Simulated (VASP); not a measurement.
**Pd: single point with PBE**

Crystal: Pd.

```xyz
1
Lattice="2.6152 0.0000 0.0000 0.0000 2.6152 0.0000 0.0000 0.0000 2.6152" Properties=species:S:1:pos:R:3 pbc="T T T"
Pd    0.0000    0.0000    0.0000
```

```
Program             : VASP 6.6.1
Task                : single point
Functional          : PBE
Potentials or basis : VASP PAW PBE potentials, release 64 (Pd)
Cutoff              : 500 eV
k mesh              : 9 × 9 × 9
Occupations         : fermi-dirac, width 0.05 eV
Spin                : no spin polarisation
```

The pressure is -0.2 GPa and the band gap on the k mesh is zero (band 5 reaches 8.06 eV, above the bottom of band 6 at 6.58 eV).

Levels at points of the mesh, in eV from the Fermi level:
```csv
k point,band 3,band 4,band 5,band 6,band 7,band 8
"(0.00, 0.00, 0.00)",-4.36,0.07,0.07,0.07,16.48,16.48
```

It took 4 s on 1 thread of Intel(R) Xeon(R) Platinum 8559C (Emerald Rapids) (shared host), peak memory 0.12 GiB.
